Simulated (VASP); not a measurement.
Input of a VASP 6.6.1 run:

INCAR

```
SYSTEM = Sn
PREC = Accurate
ENCUT = 600
EDIFF = 1E-6
ISMEAR = 0
SIGMA = 0.1
LREAL = .FALSE.
LASPH = .TRUE.
NELM = 60
ALGO = Normal
ISIF = 3
LWAVE = .FALSE.
LCHARG = .FALSE.
GGA = PE
IBRION = 2
NSW = 90
EDIFFG = -0.04
```

KPOINTS

```
Automatic mesh
0
G
  4 4 6
  0 0 0
```

Contents of POSCAR:

```
Sn
1.0
    5.7210411400      0.0000000000      0.0000000000
    0.0000000000      5.7210411400      0.0000000000
    0.0000000000      0.0000000000      2.6726392400
Sn
3
Direct
    0.0000000000      0.0000000000      0.0000000000
    0.0000000000      0.5000000000      0.0000000000
    0.5000000000      0.0000000000      0.0000000000
```

Potentials or basis: VASP PAW PBE potentials, release 64 (Sn_d).

The run is started by

```bash
$ cat potpaw_PBE.64/Sn_d/POTCAR > POTCAR
$ mpirun -np 1 vasp_std > vasp.out
```

Predict the band gap on the k mesh.

zero (band 21 reaches 6.48 eV, above the bottom of band 22 at 3.42 eV).

Estimate the space group after relaxing (to 0.05 Å).

P4/mmm (No. 123).

Step by step:
| step | energy change (eV) | largest force (eV/Å) | pressure (GPa) | volume (Å³) |
| --- | --- | --- | --- | --- |
| 1 | 0.0000 | 0.0000 | 13.99 | 87.48 |
| 2 | -0.7431 | 0.0000 | -2.52 | 122.39 |
| 3 | -1.0372 | 0.0000 | 0.47 | 105.84 |
| 4 | -1.0371 | 0.0000 | 0.61 | 105.46 |
| 5 | -1.0428 | 0.0000 | 0.03 | 107.22 |
| 6 | -1.0429 | 0.0000 | 0.10 | 106.98 |
| 7 | -1.0431 | 0.0000 | -0.02 | 107.30 |

Caveat: the k points lie up to 0.34 Å⁻¹ apart in the final cell; the volume moved by over 15 % at a fixed basis, so the end points are rough; spin-orbit coupling is left out, which moves the levels of the heavy elements.
